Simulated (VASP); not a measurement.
# YMn2 (Fd-3m) in VASP: single point with PBE

Aim: the single point of YMn2 with PBE.

All numbers are computed with VASP 6.6.1; they aren't measurements. Logs are shortened: lines on timing, memory, paths and dates and some standing lists are left out, and cuts for length are marked.

## Step 1: The cell of the first run

Symmetry: Fd-3m, No. 227, cubic system. The conventional cell has a = 7.680 Å, b = 7.680 Å, c = 7.680 Å, α = 90.00°, β = 90.00°, γ = 90.00°. Y (site symmetry -43m) has 12 Mn at 3.18 Å and 4 Y at 3.33 Å within 4.2 Å. Mn (site symmetry -3m) has 6 Mn at 2.72 Å and 6 Y at 3.18 Å within 3.6 Å.

## Step 2: Single point, PBE

INCAR

```
SYSTEM = YMn2
  ALGO = Fast
  EDIFF = 1E-7
  ENCUT = 520
  GGA = PE
  ISIF = 2
  ISMEAR = 0
  LASPH = .True.
  LCHARG = .False.
  LREAL = .False.
  LWAVE = .False.
  NBANDS = 46
  NELM = 60
  PREC = Accurate
  SIGMA = 0.05
```

KPOINTS

```
k-points
0
Gamma
  10 10 10
  0 0 0
```

POSCAR

```
YMn2
1.0
    0.0000000000      3.8400000000      3.8400000000
    3.8400000000      0.0000000000      3.8400000000
    3.8400000000      3.8400000000      0.0000000000
Y Mn
2 4
Direct
    0.0000000000      0.0000000000      0.0000000000
    0.2500000000      0.2500000000      0.2500000000
    0.6250000000      0.6250000000      0.6250000000
    0.1250000000      0.6250000000      0.6250000000
    0.6250000000      0.6250000000      0.1250000000
    0.6250000000      0.1250000000      0.6250000000
```

Potentials or basis: VASP PAW PBE potentials, release 64 (Y_sv, Mn_pv).

Run with:

```
$ cat potpaw_PBE.64/Y_sv/POTCAR potpaw_PBE.64/Mn_pv/POTCAR > POTCAR
$ mpirun -np 1 vasp_std > vasp.out
```

OUTCAR:

```text
SYSTEM = YMn2
   EDIFF = 1E-7
   ENCUT = 520
   GGA = PE
   ISIF = 2
   ISMEAR = 0
   LASPH = .True.
   LREAL = .False.
   NELM = 60
   PREC = Accurate

 ion  position               nearest neighbor table
   1  0.000  0.000  0.000-   3 3.18   5 3.18   6 3.18   3 3.18   4 3.18   5 3.18   3 3.18   4 3.18
                             6 3.18   4 3.18   5 3.18   6 3.18   2 3.33   2 3.33   2 3.33   2 3.33
   2  0.250  0.250  0.250-   4 3.18   5 3.18   6 3.18   3 3.18   4 3.18   6 3.18   3 3.18   4 3.18
                             5 3.18   3 3.18   5 3.18   6 3.18   1 3.33   1 3.33   1 3.33   1 3.33
   3  0.625  0.625  0.625-   4 2.72   5 2.72   6 2.72   5 2.72   6 2.72   4 2.72   1 3.18   2 3.18
                             1 3.18   2 3.18   1 3.18   2 3.18
   4  0.125  0.625  0.625-   3 2.72   5 2.72   6 2.72   3 2.72   5 2.72   6 2.72   2 3.18   1 3.18
                             1 3.18   2 3.18   2 3.18   1 3.18
   5  0.625  0.625  0.125-   3 2.72   3 2.72   4 2.72   6 2.72   6 2.72   4 2.72   1 3.18   2 3.18
                             1 3.18   2 3.18   1 3.18   2 3.18
   6  0.625  0.125  0.625-   3 2.72   5 2.72   3 2.72   4 2.72   5 2.72   4 2.72   2 3.18   1 3.18
                             2 3.18   2 3.18   1 3.18   1 3.18

  LATTYP: Found a face centered cubic cell.
 ALAT       =     7.6800000000

  Lattice vectors:

 A1 = (   0.0000000000,   3.8400000000,   3.8400000000)
 A2 = (   3.8400000000,   0.0000000000,   3.8400000000)
 A3 = (   3.8400000000,   3.8400000000,   0.0000000000)

Analysis of symmetry for initial positions (statically):
=====================================================================
 Subroutine PRICEL returns:
 Original cell was already a primitive cell.

 Routine SETGRP: Setting up the symmetry group for a
 face centered cubic supercell.

 Subroutine GETGRP returns: Found 48 space group operations
 (whereof 24 operations were pure point group operations)
 out of a pool of 48 trial point group operations.

The static configuration has the point symmetry T_d .
 The point group associated with its full space group is O_h .

Analysis of symmetry for dynamics (positions and initial velocities):
=====================================================================
 Subroutine PRICEL returns:
 Original cell was already a primitive cell.

 Routine SETGRP: Setting up the symmetry group for a
 face centered cubic supercell.

 Subroutine GETGRP returns: Found 48 space group operations
 (whereof 24 operations were pure point group operations)
 out of a pool of 48 trial point group operations.

The dynamic configuration has the point symmetry T_d .
[... 114 lines left out ...]
   ISIF   =      2    stress and relaxation
   ISYM   =      2    0-nonsym 1-usesym 2-fastsym
   POTIM  = 0.5000    time-step for ionic-motion
   TEBEG  =    0.0;   TEEND  =   0.0 temperature during run
   PSTRESS=    0.0 pullay stress
   NELECT =      74.0000    total number of electrons
   NUPDOWN=      -1.0000    fix difference up-down
   EMIN   =  10.00;   EMAX   =-10.00  energy-range for DOS
   EFERMI =   0.00;   METHOD = LEGACY
   ISMEAR =     0;   SIGMA  =   0.05  broadening in eV -4-tet -1-fermi 0-gaus
   EFERMI_NEDOS =   21; number of points for ismear=-14 and -15
   IALGO  =     68    algorithm
   IMIX   =      4    mixing-type and parameters
     AMIX     =   0.40;   BMIX     =  1.00
     AMIX_MAG =   1.60;   BMIX_MAG =  1.00
  volume/ion in A,a.u.               =      18.87       127.37
  Fermi-wavevector in a.u.,A,eV,Ry     =   1.420619  2.684580 27.458698  2.018157
  Thomas-Fermi vector in A             =   2.541515
   LORBIT       =      0    0 simple, 1 ext, 2 COOP (PROOUT), +10 PAW based schemes
   GGA     = PE    functional components
   LHFCALC =     F    Hartree Fock is set to
   AEXX    =    0.0000 exact exchange contribution
   IVDW    =     0    specifies the selected vdW correction
   LEPSILON=     F    determine dielectric tensor
   LRPA    =     F    only Hartree local field effects (RPA)
 non-spin polarized calculation
 RMM-DIIS sequential band-by-band and
 Gauss-broadening in eV      SIGMA  =   0.05
  energy-cutoff  :      520.00
  volume of cell :      113.25
 maximum number of plane-waves:      3071
   NGX = 21   NGY = 21   NGZ = 21

 number of electron      74.0000067 magnetization

 Free energy of the ion-electron system (eV)
  ---------------------------------------------------
  ext. energy  EPLUGINS =         0.00000000
  ---------------------------------------------------
  free energy    TOTEN  =       -46.67071604 eV

  energy without entropy =      -46.65305949  energy(sigma->0) =      -46.66188777

 E-fermi :   5.2308     XC(G=0): -11.2492

 val. band max:        5.2265121373   @ k =  -0.3000   0.3000   0.0000
 cond. band min:       5.2356183462   @ k =  -0.3000   0.5000   0.2000
 fundamental gap:      0.0091062089
 Fermi energy:         5.2308381149

 k-point     1 :       0.0000    0.0000    0.0000
  band No.  band energies     occupation
      1     -42.8133      2.00000
      2     -42.6328      2.00000
      3     -42.6328      2.00000
      4     -42.6328      2.00000
      5     -42.5212      2.00000
      6     -42.5212      2.00000
[... 1165 lines left out ...]
     45       7.2468      0.00000
     46       7.4151      0.00000

 [... further k-points ...]

------------------------ aborting loop because EDIFF is reached ----------------------------------------

  FORCE on cell =-STRESS in cart. coord.  units (eV):
  Direction    XX          YY          ZZ          XY          YZ          ZX
  --------------------------------------------------------------------------------------
  -------------------------------------------------------------------------------------
  Total      -12.5664028    -12.5664028    -12.5664028     -0.0000000      0.0000000     -0.0000000
  in kB     -177.7861361   -177.7861361   -177.7861361     -0.0000000      0.0000000     -0.0000000
  external PRESSURE =    -177.7861361 kB  Pullay stress =       0.0000000 kB

 VOLUME and BASIS-vectors are now :
 -----------------------------------------------------------------------------
  energy-cutoff  :      520.00
  volume of cell :      113.25
      direct lattice vectors                 reciprocal lattice vectors
     0.000000000  3.840000000  3.840000000    -0.130208333  0.130208333  0.130208333
     3.840000000  0.000000000  3.840000000     0.130208333 -0.130208333  0.130208333
     3.840000000  3.840000000  0.000000000     0.130208333  0.130208333 -0.130208333

 POSITION                                       TOTAL-FORCE (eV/Angst)
 -----------------------------------------------------------------------------------
      0.00000      0.00000      0.00000        -0.000000     -0.000000     -0.000000
      1.92000      1.92000      1.92000         0.000000      0.000000      0.000000
      4.80000      4.80000      4.80000        -0.000000     -0.000000     -0.000000
      4.80000      2.88000      2.88000        -0.000000     -0.000000     -0.000000
      2.88000      2.88000      4.80000        -0.000000     -0.000000     -0.000000
      2.88000      4.80000      2.88000        -0.000000     -0.000000     -0.000000
 -----------------------------------------------------------------------------------
    total drift:                                0.000000      0.000000      0.000000

  FREE ENERGIE OF THE ION-ELECTRON SYSTEM (eV)
  ---------------------------------------------------
  free  energy   TOTEN  =       -46.6707160426 eV

  energy  without entropy=      -46.6530594934  energy(sigma->0) =      -46.66188777
```

OSZICAR:

```text
N       E                     dE             d eps       ncg     rms          rms(c)
DAV:   1     0.873038353518E+03    0.87304E+03   -0.41246E+04  4332   0.189E+03
DAV:   2     0.134916140497E+02   -0.85955E+03   -0.84132E+03  4330   0.561E+02
DAV:   3    -0.510833734346E+02   -0.64575E+02   -0.60766E+02  5802   0.148E+02
[... 23 lines left out ...]
RMM:  27    -0.466707154794E+02   -0.49588E-06   -0.59703E-06  5581   0.608E-03    0.245E-03
RMM:  28    -0.466707157574E+02   -0.27794E-06   -0.27380E-06  4268   0.357E-03    0.608E-04
RMM:  29    -0.466707159356E+02   -0.17823E-06   -0.17884E-06  3857   0.252E-03    0.491E-04
RMM:  30    -0.466707159783E+02   -0.42708E-07   -0.10448E-06  3088   0.181E-03    0.395E-04
RMM:  31    -0.466707160426E+02   -0.64256E-07   -0.80229E-07  2999   0.156E-03
   1 F= -.46670716E+02 E0= -.46661888E+02  d E =-.176565E-01
```

stdout:

```text
POSCAR found type information on POSCAR Y Mn
 POSCAR found :  2 types and       6 ions
[... 34 lines left out ...]
 num prob  num prob  num prob  num prob  num prob  num prob  num prob  num prob  num prob  num prob  num prob  num prob  num prob  num prob  num prob  num prob RMM:  30    -0.466707159783E+02   -0.42708E-07   -0.10448E-06  3088   0.181E-03    0.395E-04
 num prob  num prob  num prob  num prob  num prob  num prob  num prob  num prob  num prob  num prob  num prob  num prob  num prob  num prob WARNING in EDDRMM: call to ZHEGV failed, returncode =   8  4     41
 num prob  num prob  num prob  num prob  num prob  num prob  num prob  num prob  num prob  num prob  num prob  num prob  num prob  num prob  num prob  num prob  num prob
```

It took 5.2 min on 1 thread of AMD EPYC 9R45 (Zen 5), shared host; peak memory 0.35 GiB.

What came out:

```yaml
Free_energy: -46.6707 eV
Pressure: -17.8 GPa
Band_gap_on_the_k_mesh: zero (bands 37 and 38 overlap by 0.86 eV)
```

Caveat: the cell stands under tension; the run has no spin polarisation, though such a crystal can be magnetic. Spin polarisation is off, so any magnetic state and its effect on volume and gap are missing.
